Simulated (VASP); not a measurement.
# Al (P2_1/m) in VASP: notebook, part 2 of 2

VASP 6.6.1.

**4. Single point, PBEsol (layers slid over each other)**

INCAR reads:

```
SYSTEM = Al
PREC     = Accurate       ! precision mode
ENCUT    = 500            ! plane-wave cutoff, eV
EDIFF    = 1E-6           ! SCF threshold, eV
ISMEAR   = 0              ! smearing method
SIGMA    = 0.15           ! smearing width, eV
LREAL    = .FALSE.        ! projectors in reciprocal space
LASPH    = .TRUE.         ! aspherical terms in the spheres
NELM     = 120            ! most SCF steps
ALGO     = Normal         ! electronic algorithm
ISIF     = 2              ! what is computed and relaxed
LWAVE    = .FALSE.        ! write WAVECAR
LCHARG   = .FALSE.        ! write CHGCAR
GGA      = PS             ! functional
NBANDS   = 22             ! bands
GGA_COMPAT= .FALSE.
```

KPOINTS reads:

```
regular mesh
0
G
  21 13 6
  0 0 0
```

POSCAR reads:

```
Al
1.0
   -1.6064390039      1.6064390039     -1.6064390039
   -3.2128780077     -3.2128780077      0.0000000000
   -5.3547966796      5.3547966796      7.4967153514
Al
8
Direct
    0.6041666667      0.5000000000      0.0625000000
   -0.3125000000      0.0000000000      0.9375000000
    0.7708333333      0.5000000000      0.3125000000
    0.1875000000      0.0000000000      0.1875000000
   -0.0625000000      0.5000000000      0.5625000000
    0.3541666667      0.0000000000      0.4375000000
    0.1041666667      0.5000000000      0.8125000000
    0.5208333333      0.0000000000      0.6875000000
```

Potentials or basis: VASP PAW PBE potentials, release 64 (Al).

The run is started by

```bash
$ cat potpaw_PBE.64/Al/POTCAR > POTCAR
$ mpirun -np 1 vasp_std > vasp.out
```

OUTCAR:

```text
SYSTEM = Al
   PREC = Accurate
   ENCUT = 500
   EDIFF = 1E-6
   ISMEAR = 0
   LREAL = .FALSE.
   LASPH = .TRUE.
   NELM = 120
   ISIF = 2
   GGA = PS

 ion  position               nearest neighbor table
   1  0.604  0.500  0.062-   2 2.62   2 2.62   3 2.78   7 2.78   4 2.78   4 2.78   4 3.21   4 3.21
                             7 3.21   3 3.21
   2  0.688  0.000  0.938-   1 2.62   1 2.62   4 2.78   7 2.78   7 2.78   8 2.78   7 3.21   7 3.21
                             8 3.21   4 3.21
   3  0.771  0.500  0.312-   6 2.78   6 2.78   1 2.78   4 2.78   4 2.78   5 2.78   4 3.21   4 3.21
                             5 3.21   6 3.21   6 3.21   1 3.21
[... 826 lines left out ...]
  Total        0.6097092      0.6097092      0.6999933      1.0025777     -0.2213662      0.2213662
  in kB        7.3636081      7.3636081      8.4539910     12.1083762     -2.6734940      2.6734940
  external PRESSURE =       7.7270690 kB  Pullay stress =       0.0000000 kB

 VOLUME and BASIS-vectors are now :
 -----------------------------------------------------------------------------
  energy-cutoff  :      500.00
  volume of cell :      132.66
      direct lattice vectors                 reciprocal lattice vectors
    -1.606439004  1.606439004 -1.606439004    -0.181560997  0.181560997 -0.259372852
    -3.212878008 -3.212878008  0.000000000    -0.155623711 -0.155623711  0.000000000
    -5.354796680  5.354796680  7.496715351    -0.038905928  0.038905928  0.077811856

 POSITION                                       TOTAL-FORCE (eV/Angst)
 -----------------------------------------------------------------------------------
     -2.91167     -0.30121     -0.50201        -0.193120      0.193120      0.308728
     -6.12455      6.12455      5.92374         0.193120     -0.193120     -0.308728
     -4.51811      1.30523      1.10443         0.012965     -0.012965     -0.027100
     -1.30523      1.30523      1.10443         0.121694     -0.121694     -0.031169
     -6.12455      2.91167      2.71087        -0.004323      0.004323     -0.009578
     -2.91167      2.91167      2.71087         0.004323     -0.004323      0.009578
     -6.12455      2.91167      5.92374        -0.121694      0.121694      0.031169
     -4.51811      4.51811      4.31730        -0.012965      0.012965      0.027100
 -----------------------------------------------------------------------------------
    total drift:                               -0.000002      0.000002     -0.000003

  FREE ENERGIE OF THE ION-ELECTRON SYSTEM (eV)
  ---------------------------------------------------
  free  energy   TOTEN  =       -31.9031948534 eV

  energy  without entropy=      -31.8639209969  energy(sigma->0) =      -31.88355793
```

OSZICAR:

```text
N       E                     dE             d eps       ncg     rms          rms(c)
DAV:   1     0.178750577382E+02    0.17875E+02   -0.82940E+03 19712   0.849E+02
DAV:   2    -0.302326748982E+02   -0.48108E+02   -0.45636E+02 24454   0.111E+02
DAV:   3    -0.321205495636E+02   -0.18879E+01   -0.18479E+01 25798   0.182E+01
DAV:   4    -0.321394657749E+02   -0.18916E-01   -0.18883E-01 23386   0.208E+00
DAV:   5    -0.321396622746E+02   -0.19650E-03   -0.19649E-03 24940   0.237E-01    0.385E+00
DAV:   6    -0.319948990546E+02    0.14476E+00   -0.44664E-02 24570   0.876E-01    0.222E+00
DAV:   7    -0.319082865330E+02    0.86613E-01   -0.65369E-02 23860   0.106E+00    0.370E-01
DAV:   8    -0.319038738439E+02    0.44127E-02   -0.11867E-02 23520   0.479E-01    0.257E-01
DAV:   9    -0.319033655015E+02    0.50834E-03   -0.12671E-03 24510   0.156E-01    0.148E-01
DAV:  10    -0.319032141208E+02    0.15138E-03   -0.14142E-04 23702   0.493E-02    0.500E-02
DAV:  11    -0.319031954304E+02    0.18690E-04   -0.30689E-05 24134   0.227E-02    0.261E-02
DAV:  12    -0.319031948534E+02    0.57705E-06   -0.31971E-06 22794   0.811E-03
   1 F= -.31903195E+02 E0= -.31883558E+02  d E =-.392739E-01
```

Run time: 6.6 min. Hardware: 1 thread of AMD EPYC 9R45 (Zen 5), shared host; peak memory 0.82 GiB.

What came out:

| Property | Result |
| --- | --- |
| Free energy | -31.9032 eV |
| Pressure | 0.8 GPa |
| Largest force | 0.412 eV/Å |
| Band gap on the k mesh | zero (bands 12 and 13 overlap by 4.36 eV) |

Forces in eV/Å, atoms in the order of the input:
```
Al  -0.193  0.193  0.309
Al   0.193 -0.193 -0.309
Al   0.013 -0.013 -0.027
Al   0.122 -0.122 -0.031
Al  -0.004  0.004 -0.010
Al   0.004 -0.004  0.010
Al  -0.122  0.122  0.031
Al  -0.013  0.013  0.027
```

Caveat: the cell differs from its parent crystal (layers slid over each other); the PAW data sets were made with another functional, which shifts forces and pressure a little.

**5. The runs side by side**

| cell | gap on the mesh (eV) | pressure (GPa) | largest force (eV/Å) |
| --- | --- | --- | --- |
| a = 2.782, b = 4.544, c = 10.984 Å, angles 90.0, 72.8, 90.0°, 8 atoms | none | 0.2 | 0.30 |
| a = 2.782, b = 4.544, c = 10.585 Å, angles 90.0, 82.4, 90.0°, 8 atoms | none | 0.2 | 0.21 |
| a = 2.782, b = 4.544, c = 10.656 Å, angles 90.0, 80.0, 90.0°, 8 atoms | none | 0.8 | 0.41 |

Alike in all rows: task single point; level PBEsol; potentials or basis VASP PAW PBE potentials, release 64 (Al); no spin polarisation; k mesh 21 × 13 × 6; cutoff (eV) 500; smearing gaussian 0.15 eV.

Caveats: the PAW data sets were made with another functional, which shifts forces and pressure a little.

Total energies depend on the potentials used, so only differences within one code and one set of settings carry meaning.
